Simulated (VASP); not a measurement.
Here is a VASP 6.6.1 calculation.

The input INCAR:

```
SYSTEM = Ru
  PREC = Accurate
  ENCUT = 560
  EDIFF = 1E-6
  ISMEAR = -1
  SIGMA = 0.05
  LREAL = .FALSE.
  LASPH = .TRUE.
  NELM = 120
  ALGO = Normal
  ISIF = 2
  LWAVE = .FALSE.
  LCHARG = .FALSE.
  NBANDS = 23
  GGA_COMPAT = .FALSE.
```

Contents of KPOINTS:

```
regular mesh
0
G
  21 21 12
  0 0 0
```

POSCAR

```
Ru
1.0
    2.6753786272      0.0000000000      0.0000000000
   -1.3376893136      2.3169458559      0.0000000000
    0.0000000000      0.0000000000      4.2228281099
Ru
2
Direct
    0.3333333333      0.6666666667      0.2500000000
    0.6666666667      0.3333333333      0.7500000000
```

Potentials or basis: VASP PAW LDA potentials, release 64 (Ru_sv).

Run with:

```sh
$ cat potpaw_LDA.64/Ru_sv/POTCAR > POTCAR
$ mpirun -np 1 vasp_std > vasp.out
```

Q: Estimate the band gap on the k mesh.

A: Zero (bands 16 and 17 overlap by 3.39 eV).

Q: What does it give for the pressure?

A: 0.5 GPa.
